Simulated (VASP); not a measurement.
# MgO (Fm-3m) in VASP: single point with PBE

Aim: the single point of MgO with PBE.

Everything below comes from runs of VASP 6.6.1. Logs are shortened: lines on timing, memory, paths and dates and some standing lists are left out, and cuts for length are marked.

## Step 1: The cell of the first run

It takes space group Fm-3m (No. 225, cubic). The conventional cell has a = 4.364 Å, b = 4.364 Å, c = 4.364 Å, α = 90.00°, β = 90.00°, γ = 90.00°. Within 2.9 Å of Mg (site symmetry m-3m) lie 6 O at 2.18 Å. O (site symmetry m-3m) has 6 Mg at 2.18 Å within 2.9 Å.

## Step 2: Single point, PBE

File INCAR:

```
SYSTEM = MgO
PREC = Accurate
ENCUT = 520
EDIFF = 1E-6
ISMEAR = 1
SIGMA = 0.0508
LREAL = .False.
LASPH = .True.
NELM = 60
ALGO = Normal
ISIF = 2
LWAVE = .False.
LCHARG = .False.
GGA = PE
NBANDS = 11
```

File KPOINTS:

```
Automatic mesh
0
Gamma
  10 10 10
  0 0 0
```

File POSCAR:

```
MgO
1.0
    0.0000000000      2.1822189200      2.1822189200
    2.1822189200      0.0000000000      2.1822189200
    2.1822189200      2.1822189200      0.0000000000
Mg O
1 1
Direct
    0.0000000000      0.0000000000      0.0000000000
    0.5000000000      0.5000000000      0.5000000000
```

Potentials or basis: VASP PAW PBE potentials, release 64 (Mg, O).

Command:

```sh
$ cat potpaw_PBE.64/Mg/POTCAR potpaw_PBE.64/O/POTCAR > POTCAR
$ mpirun -np 1 vasp_std > vasp.out
```

OUTCAR:

```text
SYSTEM = MgO
   PREC = Accurate
   ENCUT = 520
   EDIFF = 1E-6
   ISMEAR = 1
   LREAL = .False.
   LASPH = .True.
   NELM = 60
   ISIF = 2
   GGA = PE

 ion  position               nearest neighbor table
   1  0.000  0.000  0.000-   2 2.18   2 2.18   2 2.18   2 2.18   2 2.18   2 2.18
   2  0.500  0.500  0.500-   1 2.18   1 2.18   1 2.18   1 2.18   1 2.18   1 2.18

  LATTYP: Found a face centered cubic cell.
 ALAT       =     4.3644378400

  Lattice vectors:

 A1 = (   0.0000000000,   2.1822189200,   2.1822189200)
 A2 = (   2.1822189200,   0.0000000000,   2.1822189200)
 A3 = (   2.1822189200,   2.1822189200,   0.0000000000)

Analysis of symmetry for initial positions (statically):
=====================================================================
 Subroutine PRICEL returns:
 Original cell was already a primitive cell.

 Routine SETGRP: Setting up the symmetry group for a
 face centered cubic supercell.

 Subroutine GETGRP returns: Found 48 space group operations
 (whereof 48 operations were pure point group operations)
 out of a pool of 48 trial point group operations.

The static configuration has the point symmetry O_h .

Analysis of symmetry for dynamics (positions and initial velocities):
=====================================================================
 Subroutine PRICEL returns:
 Original cell was already a primitive cell.

 Routine SETGRP: Setting up the symmetry group for a
 face centered cubic supercell.

 Subroutine GETGRP returns: Found 48 space group operations
 (whereof 48 operations were pure point group operations)
 out of a pool of 48 trial point group operations.

The dynamic configuration has the point symmetry O_h .

 Subroutine INISYM returns: Found 48 space group operations
 (whereof 48 operations are pure point group operations),
 and found     1 'primitive' translations

----------------------------------------------------------------------------------------

                                     Primitive cell

  volume of cell :      20.7838

  direct lattice vectors                    reciprocal lattice vectors
     0.000000000  2.182218920  2.182218920    -0.229124583  0.229124583  0.229124583
     2.182218920  0.000000000  2.182218920     0.229124583 -0.229124583  0.229124583
     2.182218920  2.182218920  0.000000000     0.229124583  0.229124583 -0.229124583

  length of vectors
     3.086123593  3.086123593  3.086123593     0.396855419  0.396855419  0.396855419

  position of ions in fractional coordinates (direct lattice)
     0.000000000  0.000000000  0.000000000
     0.500000000  0.500000000  0.500000000

[... 81 lines left out ...]
   NFREE  =      0    steps in history (QN), initial steepest desc. (CG)
   ISIF   =      2    stress and relaxation
   ISYM   =      2    0-nonsym 1-usesym 2-fastsym
   POTIM  = 0.5000    time-step for ionic-motion
   TEBEG  =    0.0;   TEEND  =   0.0 temperature during run
   PSTRESS=    0.0 pullay stress
   NELECT =       8.0000    total number of electrons
   NUPDOWN=      -1.0000    fix difference up-down
   EMIN   =  10.00;   EMAX   =-10.00  energy-range for DOS
   EFERMI =   0.00;   METHOD = LEGACY
   ISMEAR =     1;   SIGMA  =   0.05  broadening in eV -4-tet -1-fermi 0-gaus
   EFERMI_NEDOS =   21; number of points for ismear=-14 and -15
   IALGO  =     38    algorithm
   IMIX   =      4    mixing-type and parameters
     AMIX     =   0.40;   BMIX     =  1.00
     AMIX_MAG =   1.60;   BMIX_MAG =  1.00
  volume/ion in A,a.u.               =      10.39        70.13
  Fermi-wavevector in a.u.,A,eV,Ry     =   1.190867  2.250412 19.295288  1.418164
  Thomas-Fermi vector in A             =   2.326942
   LORBIT       =      0    0 simple, 1 ext, 2 COOP (PROOUT), +10 PAW based schemes
   GGA     = PE    functional components
   LHFCALC =     F    Hartree Fock is set to
   AEXX    =    0.0000 exact exchange contribution
   IVDW    =     0    specifies the selected vdW correction
   LEPSILON=     F    determine dielectric tensor
   LRPA    =     F    only Hartree local field effects (RPA)
 non-spin polarized calculation
 Methfessel and Paxton  Order N= 1 SIGMA  =   0.05
  energy-cutoff  :      520.00
  volume of cell :       20.78
 maximum number of plane-waves:       571
   NGX = 11   NGY = 11   NGZ = 11

 number of electron       7.9999995 magnetization

 Free energy of the ion-electron system (eV)
  ---------------------------------------------------
  ext. energy  EPLUGINS =         0.00000000
  ---------------------------------------------------
  free energy    TOTEN  =       -11.85613530 eV

  energy without entropy =      -11.85620043  energy(sigma->0) =      -11.85615701

 E-fermi :   2.4565     XC(G=0): -10.5848

 val. band max:        2.4317290493   @ k =   0.0000   0.0000   0.0000
 cond. band min:       6.1885189841   @ k =   0.0000   0.0000   0.0000
 fundamental gap:      3.7567899348
 Fermi energy:         2.4564860176

 k-point     1 :       0.0000    0.0000    0.0000
  band No.  band energies     occupation
      1     -14.3206      2.00000
      2       2.4317      1.72617
      3       2.4317      1.72613
      4       2.4317      1.72613
      5       6.1885      0.00000
      6      17.6237      0.00000
      7      17.6237      0.00000
      8      17.6237      0.00000
      9      21.2701      0.00000
     10      22.9242      0.00000
     11      22.9242      0.00000
[... 309 lines left out ...]
 k-point    24 :       0.4000    0.3000    0.0000
  band No.  band energies     occupation
      1     -13.3114      2.00000
      2      -0.8097      2.00000
      3       1.2757      2.00000
      4       1.4691      2.00000
      5      10.9562      0.00000
      6      12.2955      0.00000
      7      14.9336      0.00000
      8      19.2430      0.00000
      9      19.4345      0.00000
     10      26.0261      0.00000
     11      27.3412      0.00000

 [... further k-points ...]
[... 5 lines left out ...]
  --------------------------------------------------------------------------------------
  -------------------------------------------------------------------------------------
  Total       -1.3675639     -1.3675639     -1.3675639     -0.0000000     -0.0000000     -0.0000000
  in kB     -105.4224900   -105.4224900   -105.4224900     -0.0000000     -0.0000000     -0.0000000
  external PRESSURE =    -105.4224900 kB  Pullay stress =       0.0000000 kB

 VOLUME and BASIS-vectors are now :
 -----------------------------------------------------------------------------
  energy-cutoff  :      520.00
  volume of cell :       20.78
      direct lattice vectors                 reciprocal lattice vectors
     0.000000000  2.182218920  2.182218920    -0.229124583  0.229124583  0.229124583
     2.182218920  0.000000000  2.182218920     0.229124583 -0.229124583  0.229124583
     2.182218920  2.182218920  0.000000000     0.229124583  0.229124583 -0.229124583

 POSITION                                       TOTAL-FORCE (eV/Angst)
 -----------------------------------------------------------------------------------
      0.00000      0.00000      0.00000         0.000000      0.000000     -0.000000
      2.18222      2.18222      2.18222        -0.000000     -0.000000      0.000000
 -----------------------------------------------------------------------------------
    total drift:                               -0.000000     -0.000000      0.000000

  FREE ENERGIE OF THE ION-ELECTRON SYSTEM (eV)
  ---------------------------------------------------
  free  energy   TOTEN  =       -11.8561353022 eV

  energy  without entropy=      -11.8562004311  energy(sigma->0) =      -11.85615701
```

OSZICAR:

```text
N       E                     dE             d eps       ncg     rms          rms(c)
DAV:   1     0.123238521839E+02    0.12324E+02   -0.44937E+03  1210   0.637E+02
DAV:   2    -0.128711226914E+02   -0.25195E+02   -0.24728E+02  1208   0.134E+02
DAV:   3    -0.134169262549E+02   -0.54580E+00   -0.54542E+00  1252   0.167E+01
DAV:   4    -0.134183172023E+02   -0.13909E-02   -0.13909E-02  1112   0.973E-01
DAV:   5    -0.134183222016E+02   -0.49993E-05   -0.49993E-05  1223   0.572E-02    0.716E+00
DAV:   6    -0.118846741634E+02    0.15336E+01   -0.97113E+00  1076   0.164E+01    0.243E+00
DAV:   7    -0.118639062917E+02    0.20768E-01   -0.92139E-02  1115   0.241E+00    0.136E+00
DAV:   8    -0.118567250868E+02    0.71812E-02   -0.37025E-02  1079   0.209E+00    0.284E-01
DAV:   9    -0.118561974550E+02    0.52763E-03   -0.70585E-04  1172   0.188E-01    0.161E-01
DAV:  10    -0.118561329844E+02    0.64471E-04   -0.60703E-04  1124   0.187E-01    0.755E-03
DAV:  11    -0.118561353024E+02   -0.23180E-05   -0.58967E-06  1196   0.166E-02    0.666E-03
DAV:  12    -0.118561353022E+02    0.19128E-09   -0.82875E-07   841   0.694E-03
   1 F= -.11856135E+02 E0= -.11856157E+02  d E =0.651289E-04
```

Run time: 4.5 s. Hardware: 1 thread of AMD EPYC 9R45 (Zen 5), shared host; peak memory 0.11 GiB.

What came out:

- Free energy: -11.8561 eV
- Pressure: -10.5 GPa
- Band gap on the k mesh: 3.76 eV, direct

As with any semilocal functional, this PBE gap is likely too small.
